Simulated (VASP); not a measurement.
# CoH4 (P6/mmm) in VASP: notebook

CoH4 is run at these levels: PBE; tasks: relaxation of cell and atoms.

Everything below comes from runs of VASP 6.6.1. Logs are shortened: lines on timing, memory, paths and dates and some standing lists are left out, and cuts for length are marked.

### Step 1. The cell of the first run

It takes space group P6/mmm (No. 191, hexagonal). Conventional cell: a = 3.077 Å, b = 3.077 Å, c = 5.507 Å, α = 90.00°, β = 90.00°, γ = 120.00°. Co (site symmetry 6/mmm) has 12 H at 1.86 Å within 2.5 Å. Within 1.4 Å of H (site symmetry 3m) lie 1 H at 1.07 Å.

The cell was built from a structure type or drawn by symmetry, and may not be a known phase.

### Step 2. Relaxation of cell and atoms, PBE, collinear spin, ferromagnetic start

INCAR

```
PREC     = Accurate       # precision mode
ENCUT    = 600            # plane-wave cutoff, eV
EDIFF    = 1E-7           # SCF threshold, eV
ISMEAR   = 0              # smearing method
SIGMA    = 0.1            # smearing width, eV
LREAL    = False          # projectors in reciprocal space
LASPH    = True           # aspherical terms in the spheres
NELM     = 200            # most SCF steps
ALGO     = Normal         # electronic algorithm
ISIF     = 3              # what is computed and relaxed
LWAVE    = False          # write WAVECAR
LCHARG   = False          # write CHGCAR
ISPIN    = 2              # spin polarisation
MAGMOM   = 3 0 0 0 0      # initial moments
LORBIT   = 11             # projections on sites
LMAXMIX  = 4              # l up to which the mixer works
GGA      = PE             # functional
IBRION   = 2              # ionic algorithm
NSW      = 90             # ionic steps
EDIFFG   = -0.04          # ionic threshold
GGA_COMPAT= False        
NELMIN   = 4
```

KPOINTS

```
regular mesh
0
Gamma
  6 6 4
```

POSCAR

```
CoH4
1.0
    3.0765869200      0.0000000000      0.0000000000
   -1.5382934600      2.6644024300      0.0000000000
    0.0000000000      0.0000000000      5.5066893300
Co H
1 4
Direct
    0.0000000000      0.0000000000      0.0000000000
    0.3333333300      0.6666666700      0.0974981300
    0.3333333300      0.6666666700      0.9025018700
    0.6666666700      0.3333333300      0.9025018700
    0.6666666700      0.3333333300      0.0974981300
```

Potentials or basis: VASP PAW PBE potentials, release 64 (Co_sv, H).

Started as:

```console
$ cat potpaw_PBE.64/Co_sv/POTCAR potpaw_PBE.64/H/POTCAR > POTCAR
$ mpirun -np 1 vasp_std > vasp.out
```

OUTCAR:

```text
PREC = Accurate
   ENCUT = 600
   EDIFF = 1E-7
   ISMEAR = 0
   LREAL = False
   LASPH = True
   NELM = 200
   ISIF = 3
   ISPIN = 2
   LORBIT = 11
   GGA = PE
   IBRION = 2
   NSW = 90
   EDIFFG = -0.04
   NELMIN = 4

 ion  position               nearest neighbor table
   1  0.000  0.000  0.000-
   2  0.333  0.667  0.097-
   3  0.333  0.667  0.903-
   4  0.667  0.333  0.903-
   5  0.667  0.333  0.097-

  LATTYP: Found a hexagonal cell.
 ALAT       =     3.0765869200
 C/A-ratio  =     1.7898695773

  Lattice vectors:

 A1 = (   3.0765869200,   0.0000000000,   0.0000000000)
 A2 = (  -1.5382934600,   2.6644024300,   0.0000000000)
 A3 = (   0.0000000000,   0.0000000000,   5.5066893300)

Analysis of symmetry for initial positions (statically):
=====================================================================
 Subroutine PRICEL returns:
 Original cell was already a primitive cell.

 Routine SETGRP: Setting up the symmetry group for a
 hexagonal supercell.

 Subroutine GETGRP returns: Found 24 space group operations
 (whereof 24 operations were pure point group operations)
 out of a pool of 24 trial point group operations.

The static configuration has the point symmetry D_6h.

Analysis of symmetry for dynamics (positions and initial velocities):
=====================================================================
 Subroutine PRICEL returns:
 Original cell was already a primitive cell.

 Routine SETGRP: Setting up the symmetry group for a
 hexagonal supercell.

 Subroutine GETGRP returns: Found 24 space group operations
 (whereof 24 operations were pure point group operations)
 out of a pool of 24 trial point group operations.

The dynamic configuration has the point symmetry D_6h.

Analysis of structural, dynamic, and magnetic symmetry:
=====================================================================
 Subroutine PRICEL returns:
 Original cell was already a primitive cell.

 Routine SETGRP: Setting up the symmetry group for a
 hexagonal supercell.

 Subroutine GETGRP returns: Found 24 space group operations
 (whereof 24 operations were pure point group operations)
 out of a pool of 24 trial point group operations.

The overall configuration has the point symmetry D_6h.

 Subroutine INISYM returns: Found 24 space group operations
 (whereof 24 operations are pure point group operations),
 and found     1 'primitive' translations

----------------------------------------------------------------------------------------

                                     Primitive cell

  volume of cell :      45.1398

  direct lattice vectors                    reciprocal lattice vectors
     3.076586920  0.000000000  0.000000000     0.325035510  0.187659339  0.000000000
    -1.538293460  2.664402430  0.000000000     0.000000000  0.375318679  0.000000000
     0.000000000  0.000000000  5.506689330     0.000000000  0.000000000  0.181597316

  length of vectors
     3.076586920  3.076586920  5.506689330     0.375318679  0.375318679  0.181597316

  position of ions in fractional coordinates (direct lattice)
     0.000000000  0.000000000  0.000000000
     0.333333330  0.666666670  0.097498130
     0.333333330  0.666666670  0.902501870
     0.666666670  0.333333330  0.902501870
     0.666666670  0.333333330  0.097498130

  ion indices of the primitive-cell ions
   primitive index   ion index
                 1           1
                 2           2
                 3           3
                 4           4
                 5           5

----------------------------------------------------------------------------------------

 KPOINTS: regular mesh

Automatic generation of k-mesh.
 Grid dimensions read from file:
 generate k-points for:    6    6    4

 Generating k-lattice:

  Cartesian coordinates                     Fractional coordinates (reciprocal lattice)
[... 37 lines left out ...]
  0.333333  0.333333  0.500000      2.000000
   k-points           NKPTS =     21   k-points in BZ     NKDIM =     21   number of bands    NBANDS=     16
   number of dos      NEDOS =    301   number of ions     NIONS =      5
   total plane-waves  NPLWV =  37632
   dimension x,y,z NGX =    28 NGY =   28 NGZ =   48
   dimension x,y,z NGXF=    56 NGYF=   56 NGZF=   96
   ions per type =               1   4
   NGX,Y,Z   is equivalent  to a cutoff of  15.13, 15.13, 14.49 a.u.
   NGXF,Y,Z  is equivalent  to a cutoff of  30.26, 30.26, 28.98 a.u.
 SYSTEM =  unknown system
   PREC   = accura    normal or accurate (medium, high low for compatibility)
   ISTART =      0    job   : 0-new  1-cont  2-samecut
   ICHARG =      2    charge: 1-file 2-atom 10-const
   ISPIN  =      2    spin polarized calculation?
   LNONCOLLINEAR =      F non collinear calculations
   LSORBIT =      F    spin-orbit coupling
   LASPH  =      T    aspherical Exc in radial PAW
   ENCUT  =  600.0 eV  44.10 Ry    6.64 a.u.   6.14  6.14 11.00*2*pi/ulx,y,z
   NELM   =    200;   NELMIN=  4; NELMDL= -5     # of ELM steps
   EDIFF  = 0.1E-06   stopping-criterion for ELM
   LREAL  =      F    real-space projection
   EDIFFG = -.4E-01   stopping-criterion for IOM
   NSW    =     90    number of steps for IOM
   IBRION =      2    ionic relax: 0-MD 1-quasi-New 2-CG
   NFREE  =      1    steps in history (QN), initial steepest desc. (CG)
   ISIF   =      3    stress and relaxation
   ISYM   =      2    0-nonsym 1-usesym 2-fastsym
   POTIM  = 0.5000    time-step for ionic-motion
   TEBEG  =    0.0;   TEEND  =   0.0 temperature during run
   PSTRESS=    0.0 pullay stress
   NELECT =      21.0000    total number of electrons
   NUPDOWN=      -1.0000    fix difference up-down
   EMIN   =  10.00;   EMAX   =-10.00  energy-range for DOS
   EFERMI =   0.00;   METHOD = LEGACY
   ISMEAR =     0;   SIGMA  =   0.10  broadening in eV -4-tet -1-fermi 0-gaus
   EFERMI_NEDOS =   21; number of points for ismear=-14 and -15
   IALGO  =     38    algorithm
   IMIX   =      4    mixing-type and parameters
     AMIX     =   0.40;   BMIX     =  1.00
     AMIX_MAG =   1.60;   BMIX_MAG =  1.00
  volume/ion in A,a.u.               =       9.03        60.92
  Fermi-wavevector in a.u.,A,eV,Ry     =   1.268512  2.397141 21.893459  1.609124
  Thomas-Fermi vector in A             =   2.401603
   LORBIT       =     11    0 simple, 1 ext, 2 COOP (PROOUT), +10 PAW based schemes
   GGA     = PE    functional components
   LHFCALC =     F    Hartree Fock is set to
   AEXX    =    0.0000 exact exchange contribution
   IVDW    =     0    specifies the selected vdW correction
   LEPSILON=     F    determine dielectric tensor
   LRPA    =     F    only Hartree local field effects (RPA)
 conjugate gradient relaxation of ions
 spin polarized calculation
 Gauss-broadening in eV      SIGMA  =   0.10
  energy-cutoff  :      600.00
  volume of cell :       45.14
 maximum number of plane-waves:      1533
 NGX is ok and might be reduce to    28
   NGX = 13   NGY = 13   NGZ = 21

--------------------------------------- Ionic step        1  -------------------------------------------

 number of electron      21.0000014 magnetization       0.4415817

 Free energy of the ion-electron system (eV)
  ---------------------------------------------------
  ext. energy  EPLUGINS =         0.00000000
  ---------------------------------------------------
  free energy    TOTEN  =       -16.77404231 eV

  energy without entropy =      -16.75888461  energy(sigma->0) =      -16.76646346

------------------------ aborting loop because EDIFF is reached ----------------------------------------

  FORCE on cell =-STRESS in cart. coord.  units (eV):
  Direction    XX          YY          ZZ          XY          YZ          ZX
  --------------------------------------------------------------------------------------
  -------------------------------------------------------------------------------------
  Total       -1.7491996     -1.7491996      1.0750596      0.0000000      0.0000000      0.0000000
  in kB      -62.0855272    -62.0855272     38.1578191      0.0000000      0.0000000      0.0000000
  external PRESSURE =     -28.6710784 kB  Pullay stress =       0.0000000 kB
[... 98 lines left out ...]
  FREE ENERGIE OF THE ION-ELECTRON SYSTEM (eV)
  ---------------------------------------------------
  free  energy   TOTEN  =       -17.4919249539 eV

  energy  without entropy=      -17.4810123520  energy(sigma->0) =      -17.48646865

 E-fermi :   6.1634     XC(G=0):  -9.7404

 val. band max:        6.1410577973   @ k =   0.3333   0.1667   0.5000
 cond. band min:       6.1933531600   @ k =   0.3333   0.1667   0.2500
 fundamental gap:      0.0522953627
 Fermi energy:         6.1634113393

 spin component 1

 k-point     1 :       0.0000    0.0000    0.0000
  band No.  band energies     occupation
      1     -89.5902      1.00000
      2     -52.8114      1.00000
      3     -52.5929      1.00000
      4     -52.5929      1.00000
      5      -9.8955      1.00000
      6      -7.3155      1.00000
[... 778 lines left out ...]
      3     -53.1333      1.00000
      4     -52.6619      1.00000
      5      -0.9492      1.00000
      6      -0.9492      1.00000
[... 8 lines left out ...]
     15      12.6629      0.00000
     16      18.8698      0.00000

[... ionic steps 4 to 7 ...]

--------------------------------------- Ionic step        8  -------------------------------------------

 number of electron      20.9999995 magnetization       0.0000632

------------------------ aborting loop because EDIFF is reached ----------------------------------------
[... 73 lines left out ...]
--------------------------------------- Ionic step       10  -------------------------------------------

 number of electron      20.9999971 magnetization       0.0008501

 Free energy of the ion-electron system (eV)
  ---------------------------------------------------
  ext. energy  EPLUGINS =         0.00000000
  ---------------------------------------------------
  free energy    TOTEN  =       -18.66851815 eV

  energy without entropy =      -18.65801161  energy(sigma->0) =      -18.66326488

 E-fermi :   2.8100     XC(G=0):  -8.6405

 val. band max:        2.7547558650   @ k =   0.1667   0.1667   0.2500
 cond. band min:       2.8148892066   @ k =   0.1667   0.1667   0.0000
 fundamental gap:      0.0601333416
 Fermi energy:         2.8100459334

 spin component 1

 k-point     1 :       0.0000    0.0000    0.0000
  band No.  band energies     occupation
      1     -92.0214      1.00000
      2     -55.3625      1.00000
      3     -55.3625      1.00000
      4     -55.1652      1.00000
      5     -10.2008      1.00000
      6      -5.9661      1.00000
[... 822 lines left out ...]
  FREE ENERGIE OF THE ION-ELECTRON SYSTEM (eV)
  ---------------------------------------------------
  free  energy   TOTEN  =       -18.6685181466 eV

  energy  without entropy=      -18.6580116056  energy(sigma->0) =      -18.66326488

 reached required accuracy - stopping structural energy minimisation

 total charge

# of ion       s       p       d       tot
------------------------------------------
    1        2.170   6.124   6.930  15.224
    2        0.473   0.030   0.000   0.503
    3        0.473   0.030   0.000   0.503
    4        0.473   0.030   0.000   0.503
    5        0.473   0.030   0.000   0.503
--------------------------------------------------
tot          4.060   6.243   6.930  17.234

 magnetization (x)

# of ion       s       p       d       tot
------------------------------------------
    1        0.000   0.000   0.001   0.001
    2       -0.000   0.000   0.000  -0.000
    3       -0.000   0.000   0.000  -0.000
    4       -0.000   0.000   0.000  -0.000
    5       -0.000   0.000   0.000  -0.000
--------------------------------------------------
tot         -0.000   0.000   0.001   0.001
```

Wall time 6 min (1 thread of Intel Xeon Platinum 8375C at 2.90GHz (Ice Lake), shared host); peak memory 0.23 GiB.

Results:

| Property | Result |
| --- | --- |
| Free energy | -18.6685 eV |
| Relaxed volume | 7.37 Å³/atom |
| Relaxed cell | a = 2.636 Å, b = 2.636 Å, c = 6.121 Å, α = 90.00°, β = 90.00°, γ = 120.00° |
| Space group after relaxing (to 0.1 Å) | P6/mmm (No. 191) |
| Energy gained by relaxing | 378.9 meV/atom |
| Ionic steps | 10 |
| Pressure after relaxing | -0.4 GPa |
| Largest force after relaxing | 0.020 eV/Å |
| Net moment | 0.00 μB per cell |
| Valence electrons inside the program's atomic spheres | Co 15.22; H 0.50 |

Forces in eV/Å, atoms in the order of the input:
```
Co   0.000  0.000  0.000
H    0.000  0.000  0.020
H    0.000  0.000 -0.020
H    0.000  0.000 -0.020
H    0.000  0.000  0.020
```

Stress tensor (GPa, compression positive):
```
-0.18  0.00  0.00
 0.00 -0.18  0.00
 0.00  0.00 -0.74
```

The path:
```csv
step,energy change (eV),largest force (eV/Å),pressure (GPa),volume (Å³)
1,0.0000,0.6301,-2.87,45.14
2,-0.1850,0.9086,-3.44,44.08
3,-0.7179,1.2307,-3.17,41.78
4,-1.6507,0.8971,3.74,37.14
5,0.2089,0.0570,50.70,27.93
6,-1.8103,0.4358,9.01,34.92
7,-1.8650,0.1651,0.62,36.30
8,-1.8746,0.0048,2.75,35.91
9,-1.8922,0.0108,0.69,36.50
10,-1.8945,0.0205,-0.37,36.83
```

Final structure:
```
CELL_PARAMETERS angstrom
2.63582 0.00000 0.00000
-1.31791 2.28269 0.00000
0.00000 0.00000 6.12079
ATOMIC_POSITIONS crystal
Co 0.00000 0.00000 0.00000
H 0.33333 0.66667 0.15710
H 0.33333 0.66667 0.84290
H 0.66667 0.33333 0.84290
H 0.66667 0.33333 0.15710
```

Caveat: the k points lie up to 0.46 Å⁻¹ apart in the final cell; the volume moved by over 15 % at a fixed basis, so the end points are rough.

### Step 3. Relaxation of cell and atoms, PBE

This run uses another cell than the first one, of 6.27 Å³/atom.

INCAR

```
SYSTEM = CoH4
PREC = Accurate
ENCUT = 600
EDIFF = 1E-6
ISMEAR = 0
SIGMA = 0.1
LREAL = .FALSE.
LASPH = .TRUE.
NELM = 80
ALGO = Normal
ISIF = 3
LWAVE = .FALSE.
LCHARG = .FALSE.
GGA = PE
IBRION = 2
NSW = 100
EDIFFG = -0.01
```

KPOINTS

```
Automatic mesh
0
G
  18 18 8
  0 0 0
```

POSCAR

```
CoH4
1.0
    2.6363322946      0.0000000000      0.0000000000
   -1.3181661473      2.2831307400      0.0000000000
    0.0000000000      0.0000000000      5.2073667974
Co H
1 4
Direct
    0.0000000000      0.0000000000      0.0000000000
    0.3333333333      0.6666666667      0.1858572696
    0.3333333333      0.6666666667      0.8141427304
    0.6666666667      0.3333333333      0.8141427304
    0.6666666667      0.3333333333      0.1858572696
```

Potentials or basis: VASP PAW PBE potentials, release 64 (Co, H).

Started as:

```console
$ cat potpaw_PBE.64/Co/POTCAR potpaw_PBE.64/H/POTCAR > POTCAR
$ mpirun -np 1 vasp_std > vasp.out
```

It took 29 s on 1 thread of Intel Xeon 6975P-C (Granite Rapids), shared host; peak memory 0.22 GiB.

The run converged. Its results:

| Property | Result |
| --- | --- |
| Free energy | -18.5432 eV |
| Pressure after relaxing | 0.0 GPa |
| Largest force after relaxing | 0.003 eV/Å |
| Band gap on the k mesh | zero (an odd number of electrons rules out a gap without spin polarisation) |

Forces on the atoms (eV/Å):
```
Co   0.000  0.000  0.000
H    0.000  0.000  0.003
H    0.000  0.000 -0.003
H    0.000  0.000 -0.003
H    0.000  0.000  0.003
```

Final structure:
```
Co H
1.0
     2.63633    0.00000    0.00000
    -1.31817    2.28313    0.00000
     0.00000    0.00000    5.20737
Co H
1 4
Cartesian
  0.0000 0.0000 0.0000
  0.0000 1.5221 0.9678
  0.0000 1.5221 4.2395
  1.3182 0.7610 4.2395
  1.3182 0.7610 0.9678
```

Levels at points of the mesh, in eV from the Fermi level:
| k point | band 3 | band 4 | band 5 | band 6 | band 7 | band 8 | band 9 | band 10 |
| --- | --- | --- | --- | --- | --- | --- | --- | --- |
| (0.00, 0.00, 0.00) | -3.09 | -2.25 | -2.25 | -0.93 | -0.93 | 2.97 | 6.59 | 9.66 |
| (0.50, 0.00, 0.00) | -6.81 | -1.53 | -1.37 | -0.50 | -0.39 | 1.61 | 2.96 | 7.45 |
| (0.00, 0.00, 0.50) | -2.70 | -2.25 | -2.25 | -0.93 | -0.93 | 4.68 | 6.63 | 7.47 |
| (0.50, 0.00, 0.50) | -6.87 | -1.42 | -1.38 | -0.91 | -0.39 | 1.80 | 2.50 | 9.93 |

Caveat: the relaxation stopped at its first step, so nothing moved; the run has no spin polarisation, though such a crystal can be magnetic. Spin polarisation is off, so any magnetic state and its effect on volume and gap are missing.

### Step 4. Relaxation of cell and atoms, PBE

This run uses another cell than the first one, of 6.87 Å³/atom.

INCAR

```
SYSTEM = CoH4
PREC = Accurate ; ENCUT = 600
EDIFF = 1E-6 ; ISMEAR = 0
SIGMA = 0.1 ; LREAL = .FALSE.
LASPH = .TRUE. ; NELM = 80
ALGO = Normal ; ISIF = 3
LWAVE = .FALSE. ; LCHARG = .FALSE.
GGA = PE ; IBRION = 2
NSW = 100 ; EDIFFG = -0.01
```

KPOINTS

```
regular mesh
0
G
  18 18 8
  0 0 0
```

POSCAR

```
CoH4
1.0
    2.6348480565      0.0000000000      0.0000000000
   -1.3174240282      2.2818453520      0.0000000000
    0.0000000000      0.0000000000      5.7165446511
Co H
1 4
Direct
    0.0000000000      0.0000000000      0.0000000000
    0.3333333333      0.6666666667      0.1691321579
    0.3333333333      0.6666666667      0.8308678421
    0.6666666667      0.3333333333      0.8308678421
    0.6666666667      0.3333333333      0.1691321579
```

Started as:

```console
$ cat potpaw_PBE.64/Co/POTCAR potpaw_PBE.64/H/POTCAR > POTCAR
$ mpirun -np 1 vasp_std > vasp.out
```

Run time: 43 s. Hardware: 1 thread of Intel Xeon 6975P-C (Granite Rapids), shared host; peak memory 0.25 GiB.

It converged, with:

| Item | Value |
| --- | --- |
| Free energy | -18.5417 eV |
| Relaxed volume | 6.88 Å³/atom |
| Relaxed cell | a = 2.636 Å, b = 2.636 Å, c = 5.717 Å, α = 90.00°, β = 90.00°, γ = 120.00° |
| Space group after relaxing (to 0.1 Å) | P6/mmm (No. 191) |
| Energy gained by relaxing | 0.0 meV/atom |
| Ionic steps | 2 |
| Pressure after relaxing | 0.0 GPa |
| Largest force after relaxing | 0.006 eV/Å |
| Band gap on the k mesh | zero (an odd number of electrons rules out a gap without spin polarisation) |

Forces in eV/Å, atoms in the order of the input:
```
Co   0.000  0.000  0.000
H    0.000  0.000  0.006
H    0.000  0.000 -0.006
H    0.000  0.000 -0.006
H    0.000  0.000  0.006
```

Final structure:
```
Co H
1.0
     2.63571    0.00000    0.00000
    -1.31786    2.28260    0.00000
     0.00000    0.00000    5.71696
Co H
1 4
Direct
  0.00000 0.00000 0.00000
  0.33333 0.66667 0.16923
  0.33333 0.66667 0.83077
  0.66667 0.33333 0.83077
  0.66667 0.33333 0.16923
```

Levels at points of the mesh, in eV from the Fermi level:
```csv
k point,band 4,band 5,band 6,band 7,band 8,band 9,band 10
"(0.00, 0.00, 0.00)",-2.25,-2.25,-0.94,-0.94,2.77,6.61,9.64
"(0.50, 0.00, 0.00)",-1.50,-1.38,-0.61,-0.39,1.66,2.85,7.63
"(0.00, 0.00, 0.50)",-2.25,-2.25,-0.94,-0.94,4.00,6.37,6.63
"(0.50, 0.00, 0.50)",-1.45,-1.38,-0.79,-0.39,1.75,2.61,9.78
```

Caveat: the run has no spin polarisation, though such a crystal can be magnetic.
